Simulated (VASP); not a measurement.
The system is Rh.

```
CELL_PARAMETERS angstrom
0.00000 1.93507 1.93507
1.93507 0.00000 1.93507
1.93507 1.93507 0.00000
ATOMIC_POSITIONS crystal
Rh 0.00000 0.00000 0.00000
```

Base run:

| Property | Result |
| --- | --- |
| Program | VASP 6.6.1 |
| Functional | PBE |
| Potentials or basis | VASP PAW PBE potentials, release 64 (Rh_pv) |
| Cutoff | 520 eV |
| k mesh | 12 × 12 × 12 |
| Occupations | fermi-dirac, width 0.05 eV |
| Spin | no spin polarisation |

Its results: pressure -7.5 GPa.

Problem. The run is repeated on the same cell with these changes: functional from PBE to r2SCAN; potentials or basis from VASP PAW PBE potentials, release 64 (Rh_pv) to VASP PAW PBE potentials, release 64 (Rh_sv_GW); cutoff from 520 eV to 580 eV; valence electrons from 15 to 17. What comes out?

Solution. Pressure -15.0 GPa.

Caveats: the PAW data sets were made with another functional, which shifts forces and pressure a little (some runs).
